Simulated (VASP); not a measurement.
# TaRu (Pm-3m) in VASP: a series of runs

TaRu is run at these levels: LDA; tasks: single point.

Program: VASP 6.6.1. These are calculated values, not measurements. Logs are shortened: lines on timing, memory, paths and dates and some standing lists are left out, and cuts for length are marked.

**1. The cell of the first run**

Symmetry: Pm-3m, No. 221, cubic system. The conventional cell has a = 3.198 Å, b = 3.198 Å, c = 3.198 Å, α = 90.00°, β = 90.00°, γ = 90.00°. Within 3.6 Å of Ta (site symmetry m-3m) lie 8 Ru at 2.77 Å and 6 Ta at 3.20 Å. Ru (site symmetry m-3m) has 8 Ta at 2.77 Å and 6 Ru at 3.20 Å within 3.6 Å.

**2. Single point, LDA (volume scaled by 1.01)**

The input, INCAR:

```
PREC     = Accurate       # precision mode
ENCUT    = 520            # plane-wave cutoff, eV
EDIFF    = 1E-7           # SCF threshold, eV
ISMEAR   = -1             # smearing method
SIGMA    = 0.03           # smearing width, eV
LREAL    = F              # projectors in reciprocal space
LASPH    = T              # aspherical terms in the spheres
NELM     = 100            # most SCF steps
ALGO     = Normal         # electronic algorithm
ISIF     = 2              # what is computed and relaxed
LWAVE    = F              # write WAVECAR
LCHARG   = F              # write CHGCAR
NBANDS   = 20             # bands
```

The input, KPOINTS:

```
Automatic mesh
0
Gamma
  13 13 13
```

The input, POSCAR:

```
TaRu
1.0
    3.1975881176      0.0000000000      0.0000000000
    0.0000000000      3.1975881176      0.0000000000
    0.0000000000      0.0000000000      3.1975881176
Ta Ru
1 1
Direct
    0.5000000000      0.5000000000      0.5000000000
    0.0000000000      0.0000000000      0.0000000000
```

Potentials or basis: VASP PAW LDA potentials, release 64 (Ta_pv, Ru_pv).

Started as:

```bash
$ cat potpaw_LDA.64/Ta_pv/POTCAR potpaw_LDA.64/Ru_pv/POTCAR > POTCAR
$ mpirun -np 1 vasp_std > vasp.out
```

OUTCAR:

```text
PREC = Accurate
   ENCUT = 520
   EDIFF = 1E-7
   ISMEAR = -1
   LREAL = F
   LASPH = T
   NELM = 100
   ISIF = 2

 ion  position               nearest neighbor table
   1  0.500  0.500  0.500-   2 2.77   2 2.77   2 2.77   2 2.77   2 2.77   2 2.77   2 2.77   2 2.77

   2  0.000  0.000  0.000-   1 2.77   1 2.77   1 2.77   1 2.77   1 2.77   1 2.77   1 2.77   1 2.77

  LATTYP: Found a simple cubic cell.
 ALAT       =     3.1975881176

  Lattice vectors:

 A1 = (   3.1975881176,   0.0000000000,   0.0000000000)
 A2 = (   0.0000000000,   3.1975881176,   0.0000000000)
 A3 = (   0.0000000000,   0.0000000000,   3.1975881176)

Analysis of symmetry for initial positions (statically):
=====================================================================
 Subroutine PRICEL returns:
 Original cell was already a primitive cell.

 Routine SETGRP: Setting up the symmetry group for a
 simple cubic supercell.

 Subroutine GETGRP returns: Found 48 space group operations
 (whereof 48 operations were pure point group operations)
 out of a pool of 48 trial point group operations.

The static configuration has the point symmetry O_h .

Analysis of symmetry for dynamics (positions and initial velocities):
=====================================================================
 Subroutine PRICEL returns:
 Original cell was already a primitive cell.

 Routine SETGRP: Setting up the symmetry group for a
 simple cubic supercell.

 Subroutine GETGRP returns: Found 48 space group operations
 (whereof 48 operations were pure point group operations)
 out of a pool of 48 trial point group operations.

The dynamic configuration has the point symmetry O_h .

 Subroutine INISYM returns: Found 48 space group operations
 (whereof 48 operations are pure point group operations),
 and found     1 'primitive' translations

----------------------------------------------------------------------------------------

                                     Primitive cell

  volume of cell :      32.6940

  direct lattice vectors                    reciprocal lattice vectors
     3.197588118  0.000000000  0.000000000     0.312735713  0.000000000  0.000000000
     0.000000000  3.197588118  0.000000000     0.000000000  0.312735713  0.000000000
     0.000000000  0.000000000  3.197588118     0.000000000  0.000000000  0.312735713

  length of vectors
     3.197588118  3.197588118  3.197588118     0.312735713  0.312735713  0.312735713

  position of ions in fractional coordinates (direct lattice)
     0.500000000  0.500000000  0.500000000
     0.000000000  0.000000000  0.000000000

  ion indices of the primitive-cell ions
   primitive index   ion index
                 1           1
                 2           2

----------------------------------------------------------------------------------------

 KPOINTS: Automatic mesh

Automatic generation of k-mesh.
 Grid dimensions read from file:
 generate k-points for:   13   13   13

 Generating k-lattice:

  Cartesian coordinates                     Fractional coordinates (reciprocal lattice)
     0.024056593  0.000000000  0.000000000     0.076923077  0.000000000  0.000000000
     0.000000000  0.024056593  0.000000000     0.000000000  0.076923077  0.000000000
     0.000000000  0.000000000  0.024056593     0.000000000  0.000000000  0.076923077

  Length of vectors
     0.024056593  0.024056593  0.024056593

  Shift w.r.t. Gamma in fractional coordinates (k-lattice)
     0.000000000  0.000000000  0.000000000

 Subroutine IBZKPT returns following result:
 ===========================================

 Found     84 irreducible k-points:

 Following reciprocal coordinates:
            Coordinates               Weight
  0.000000  0.000000  0.000000      1.000000
  0.076923  0.000000  0.000000      6.000000
  0.153846  0.000000  0.000000      6.000000
  0.230769  0.000000  0.000000      6.000000
  0.307692  0.000000  0.000000      6.000000
  0.384615  0.000000  0.000000      6.000000
[... 16 lines left out ...]
  0.307692  0.307692  0.000000     12.000000
  0.384615  0.307692  0.000000     24.000000
 [... further k-points ...]
   k-points           NKPTS =     84   k-points in BZ     NKDIM =     84   number of bands    NBANDS=     20
   number of dos      NEDOS =    301   number of ions     NIONS =      2
   total plane-waves  NPLWV =  13824
   dimension x,y,z NGX =    24 NGY =   24 NGZ =   24
   dimension x,y,z NGXF=    48 NGYF=   48 NGZF=   48
   ions per type =               1   1
   NGX,Y,Z   is equivalent  to a cutoff of  12.48, 12.48, 12.48 a.u.
   NGXF,Y,Z  is equivalent  to a cutoff of  24.96, 24.96, 24.96 a.u.
 SYSTEM =  unknown system
   PREC   = accura    normal or accurate (medium, high low for compatibility)
   ISTART =      0    job   : 0-new  1-cont  2-samecut
   ICHARG =      2    charge: 1-file 2-atom 10-const
   ISPIN  =      1    spin polarized calculation?
   LNONCOLLINEAR =      F non collinear calculations
   LSORBIT =      F    spin-orbit coupling
   LASPH  =      T    aspherical Exc in radial PAW
   ENCUT  =  520.0 eV  38.22 Ry    6.18 a.u.   5.95  5.95  5.95*2*pi/ulx,y,z
   NELM   =    100;   NELMIN=  2; NELMDL= -5     # of ELM steps
   EDIFF  = 0.1E-06   stopping-criterion for ELM
   LREAL  =      F    real-space projection
   EDIFFG = 0.1E-05   stopping-criterion for IOM
   NSW    =      0    number of steps for IOM
   IBRION =     -1    ionic relax: 0-MD 1-quasi-New 2-CG
   NFREE  =      0    steps in history (QN), initial steepest desc. (CG)
   ISIF   =      2    stress and relaxation
   ISYM   =      2    0-nonsym 1-usesym 2-fastsym
   POTIM  = 0.5000    time-step for ionic-motion
   TEBEG  =    0.0;   TEEND  =   0.0 temperature during run
   PSTRESS=    0.0 pullay stress
   NELECT =      25.0000    total number of electrons
   NUPDOWN=      -1.0000    fix difference up-down
   EMIN   =  10.00;   EMAX   =-10.00  energy-range for DOS
   EFERMI =   0.00;   METHOD = LEGACY
   ISMEAR =    -1;   SIGMA  =   0.03  broadening in eV -4-tet -1-fermi 0-gaus
   EFERMI_NEDOS =   21; number of points for ismear=-14 and -15
   IALGO  =     38    algorithm
   IMIX   =      4    mixing-type and parameters
     AMIX     =   0.40;   BMIX     =  1.00
     AMIX_MAG =   1.60;   BMIX_MAG =  1.00
  volume/ion in A,a.u.               =      16.35       110.31
  Fermi-wavevector in a.u.,A,eV,Ry     =   1.497036  2.828988 30.492255  2.241117
  Thomas-Fermi vector in A             =   2.608976
   LORBIT       =      0    0 simple, 1 ext, 2 COOP (PROOUT), +10 PAW based schemes
   GGA     = CA    functional components
   LHFCALC =     F    Hartree Fock is set to
   AEXX    =    0.0000 exact exchange contribution
   IVDW    =     0    specifies the selected vdW correction
   LEPSILON=     F    determine dielectric tensor
   LRPA    =     F    only Hartree local field effects (RPA)
 non-spin polarized calculation
  energy-cutoff  :      520.00
  volume of cell :       32.69
 maximum number of plane-waves:       903
 NGX is ok and might be reduce to    24
   NGX = 11   NGY = 11   NGZ = 11

 number of electron      24.9999997 magnetization

 Free energy of the ion-electron system (eV)
  ---------------------------------------------------
  ext. energy  EPLUGINS =         0.00000000
  ---------------------------------------------------
  free energy    TOTEN  =       -23.87228967 eV

  energy without entropy =      -23.86178944  energy(sigma->0) =      -23.86703956

 E-fermi :   9.0268     XC(G=0): -13.2966

 val. band max:        9.0148206740   @ k =   0.4615   0.0000   0.0000
 cond. band min:       9.0290020682   @ k =   0.4615   0.1538   0.0769
 fundamental gap:      0.0141813942
 Fermi energy:         9.0268059668

 k-point     1 :       0.0000    0.0000    0.0000
  band No.  band energies     occupation
      1     -33.9045      2.00000
      2     -33.9045      2.00000
      3     -33.9045      2.00000
      4     -25.8557      2.00000
      5     -25.8557      2.00000
      6     -25.8557      2.00000
[... 12 lines left out ...]
     19      16.9447      0.00000
     20      16.9447      0.00000

 k-point     2 :       0.0769    0.0000    0.0000
  band No.  band energies     occupation
      1     -33.9096      2.00000
      2     -33.9035      2.00000
      3     -33.9035      2.00000
      4     -25.8741      2.00000
      5     -25.8557      2.00000
      6     -25.8557      2.00000
[... 12 lines left out ...]
     19      17.5104      0.00000
     20      17.5104      0.00000

 k-point     3 :       0.1538    0.0000    0.0000
  band No.  band energies     occupation
      1     -33.9238      2.00000
      2     -33.9008      2.00000
      3     -33.9008      2.00000
      4     -25.9247      2.00000
      5     -25.8557      2.00000
      6     -25.8557      2.00000
[... 12 lines left out ...]
     19      18.7972      0.00000
     20      18.7972      0.00000

 k-point     4 :       0.2308    0.0000    0.0000
  band No.  band energies     occupation
      1     -33.9437      2.00000
      2     -33.8970      2.00000
      3     -33.8970      2.00000
      4     -25.9952      2.00000
      5     -25.8556      2.00000
      6     -25.8556      2.00000
[... 12 lines left out ...]
     19      19.0356      0.00000
     20      20.3835      0.00000

 k-point     5 :       0.3077    0.0000    0.0000
  band No.  band energies     occupation
      1     -33.9648      2.00000
      2     -33.8929      2.00000
      3     -33.8929      2.00000
      4     -26.0692      2.00000
      5     -25.8555      2.00000
      6     -25.8555      2.00000
[... 12 lines left out ...]
     19      19.0356      0.00000
     20      20.9444      0.00000

 k-point     6 :       0.3846    0.0000    0.0000
  band No.  band energies     occupation
      1     -33.9822      2.00000
      2     -33.8895      2.00000
      3     -33.8895      2.00000
      4     -26.1299      2.00000
      5     -25.8555      2.00000
      6     -25.8555      2.00000
[... 12 lines left out ...]
     19      19.0355      0.00000
     20      20.9441      0.00000

 k-point     7 :       0.4615    0.0000    0.0000
  band No.  band energies     occupation
      1     -33.9920      2.00000
      2     -33.8876      2.00000
      3     -33.8876      2.00000
      4     -26.1638      2.00000
      5     -25.8555      2.00000
      6     -25.8555      2.00000
[... 12 lines left out ...]
     19      19.0354      0.00000
     20      20.9439      0.00000
[... 277 lines left out ...]
 k-point    20 :       0.3077    0.2308    0.0000
  band No.  band energies     occupation
      1     -33.9669      2.00000
      2     -33.9390      2.00000
      3     -33.8875      2.00000
      4     -26.0494      2.00000
      5     -25.9676      2.00000
      6     -25.8468      2.00000
[... 12 lines left out ...]
     19      18.7370      0.00000
     20      19.0395      0.00000

 k-point    21 :       0.3846    0.2308    0.0000
  band No.  band energies     occupation
      1     -33.9856      2.00000
      2     -33.9391      2.00000
      3     -33.8848      2.00000
      4     -26.1006      2.00000
      5     -25.9635      2.00000
      6     -25.8443      2.00000
[... 12 lines left out ...]
     19      19.0338      0.00000
     20      19.5545      0.00000

 k-point    22 :       0.4615    0.2308    0.0000
  band No.  band energies     occupation
      1     -33.9964      2.00000
      2     -33.9389      2.00000
      3     -33.8832      2.00000
      4     -26.1299      2.00000
      5     -25.9606      2.00000
      6     -25.8428      2.00000
[... 12 lines left out ...]
     19      19.0348      0.00000
     20      20.0782      0.00000

 k-point    23 :       0.3077    0.3077    0.0000
  band No.  band energies     occupation
      1     -33.9716      2.00000
      2     -33.9602      2.00000
      3     -33.8847      2.00000
      4     -26.0491      2.00000
      5     -26.0167      2.00000
      6     -25.8421      2.00000
[... 12 lines left out ...]
     19      18.3539      0.00000
     20      19.0372      0.00000

 k-point    24 :       0.3846    0.3077    0.0000
  band No.  band energies     occupation
      1     -33.9877      2.00000
      2     -33.9655      2.00000
      3     -33.8823      2.00000
      4     -26.0854      2.00000
      5     -26.0203      2.00000
      6     -25.8382      2.00000
[... 12 lines left out ...]
     19      18.6347      0.00000
     20      19.0370      0.00000

 [... further k-points ...]
[... 5 lines left out ...]
  --------------------------------------------------------------------------------------
  -------------------------------------------------------------------------------------
  Total       -3.5972296     -3.5972296     -3.5972296      0.0000000      0.0000000      0.0000000
  in kB     -176.2833035   -176.2833035   -176.2833035      0.0000000      0.0000000      0.0000000
  external PRESSURE =    -176.2833035 kB  Pullay stress =       0.0000000 kB

 VOLUME and BASIS-vectors are now :
 -----------------------------------------------------------------------------
  energy-cutoff  :      520.00
  volume of cell :       32.69
      direct lattice vectors                 reciprocal lattice vectors
     3.197588118  0.000000000  0.000000000     0.312735713  0.000000000  0.000000000
     0.000000000  3.197588118  0.000000000     0.000000000  0.312735713  0.000000000
     0.000000000  0.000000000  3.197588118     0.000000000  0.000000000  0.312735713

 POSITION                                       TOTAL-FORCE (eV/Angst)
 -----------------------------------------------------------------------------------
      1.59879      1.59879      1.59879         0.000000      0.000000      0.000000
      0.00000      0.00000      0.00000         0.000000      0.000000      0.000000
 -----------------------------------------------------------------------------------
    total drift:                                0.000000      0.000000     -0.000000

  FREE ENERGIE OF THE ION-ELECTRON SYSTEM (eV)
  ---------------------------------------------------
  free  energy   TOTEN  =       -23.8722896676 eV

  energy  without entropy=      -23.8617894442  energy(sigma->0) =      -23.86703956
```

Run time: 77 s. Hardware: 1 thread of AMD EPYC 7R13, shared host; peak memory 0.14 GiB.

Results:

| Property | Result |
| --- | --- |
| Free energy | -23.8723 eV |
| Pressure | -17.6 GPa |

Caveat: spin-orbit coupling is left out, which moves the levels of the heavy elements.

**3. Single point, LDA (volume scaled by 1.02)**

The input, INCAR:

```
PREC = Accurate ; ENCUT = 520
EDIFF = 1E-6 ; ISMEAR = -1
SIGMA = 0.03 ; LREAL = F
LASPH = T ; NELM = 80
ALGO = Normal ; ISIF = 2
LWAVE = F ; LCHARG = F
NBANDS = 20
```

KPOINTS is that of step 2.

The input, POSCAR:

```
TaRu
1.0
    3.2081065754      0.0000000000      0.0000000000
    0.0000000000      3.2081065754      0.0000000000
    0.0000000000      0.0000000000      3.2081065754
Ta Ru
1 1
Direct
    0.5000000000      0.5000000000      0.5000000000
    0.0000000000      0.0000000000      0.0000000000
```

Potentials or basis: VASP PAW LDA potentials, release 64 (Ta_pv, Ru_pv).

Started as:

```bash
$ cat potpaw_LDA.64/Ta_pv/POTCAR potpaw_LDA.64/Ru_pv/POTCAR > POTCAR
$ mpirun -np 1 vasp_std > vasp.out
```

Wall time 67 s (1 thread of AMD EPYC 7R13, shared host); peak memory 0.14 GiB.

It converged, with:

```yaml
Free_energy: -23.8348 eV
Pressure: -19.6 GPa
```

Levels at points of the mesh, in eV from the Fermi level:
| k point | band 8 | band 9 | band 10 | band 11 | band 12 | band 13 | band 14 | band 15 | band 16 | band 17 |
| --- | --- | --- | --- | --- | --- | --- | --- | --- | --- | --- |
| (0.00, 0.00, 0.00) | -5.65 | -5.65 | -2.28 | -2.28 | -2.28 | 0.94 | 0.94 | 3.85 | 3.85 | 3.85 |

Caveat: spin-orbit coupling is left out, which moves the levels of the heavy elements.
